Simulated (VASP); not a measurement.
A run of VASP 6.6.1 is set up as follows.

The input INCAR:

```
SYSTEM = Ga2Ni4Ru3
ALGO = Normal ; EDIFF = 1E-6
ENCUT = 600 ; GGA = PE
GGA_COMPAT = .FALSE. ; ISIF = 2
ISMEAR = -1 ; LASPH = .TRUE.
LCHARG = .TRUE. ; LELF = .TRUE.
LREAL = .FALSE. ; LVHAR = .TRUE.
LWAVE = .FALSE. ; NBANDS = 64
NELM = 120 ; PREC = Accurate
SIGMA = 0.0531
```

KPOINTS

```
k-points
0
G
  3 7 7
  0 0 0
```

File POSCAR:

```
Ga2Ni4Ru3
1.0
   -9.0090620000      0.0000000000      0.0000000000
    0.0000000000      0.0000000000      3.7051770000
   -0.5934420000      3.6160250000      1.8525890000
Ni Ru Ga
4 3 2
Direct
    0.9144000000      0.3599000000      0.2802000000
    0.0856000000      0.6401000000      0.7198000000
    0.7395000000      0.0843000000      0.8314000000
    0.2605000000      0.9157000000      0.1686000000
    0.6239000000      0.3790000000      0.2420000000
    0.3761000000      0.6210000000      0.7580000000
    0.0000000000      0.0000000000      0.0000000000
    0.3213000000      0.2140000000      0.5720000000
    0.6787000000      0.7860000000      0.4280000000
```

Potentials or basis: VASP PAW PBE potentials, release 64 (Ni, Ru_pv, Ga_d).

Run with:

```bash
$ cat potpaw_PBE.64/Ni/POTCAR potpaw_PBE.64/Ru_pv/POTCAR potpaw_PBE.64/Ga_d/POTCAR > POTCAR
$ mpirun -np 1 vasp_std > vasp.out
```

Estimate the band gap on the k mesh.

zero (bands 54 and 55 overlap by 0.27 eV).

What does it give for the pressure?

39.9 GPa.

Forces in eV/Å, atoms in the order of the input:
```
Ni   0.766  2.517  0.000
Ni  -0.766 -2.517  0.000
Ni  -0.588 -2.041  0.000
Ni   0.588  2.041  0.000
Ru   5.872 -4.653  0.000
Ru  -5.872  4.653  0.000
Ru   0.000  0.000  0.000
Ga   4.069 -7.625  0.000
Ga  -4.069  7.625  0.000
```

Caveat: the cell stands under pressure; forces of over 1 eV/Å act on the atoms, so gaps and moduli don't describe the material at rest. Spin polarisation is off, so any magnetic state and its effect on volume and gap are missing.
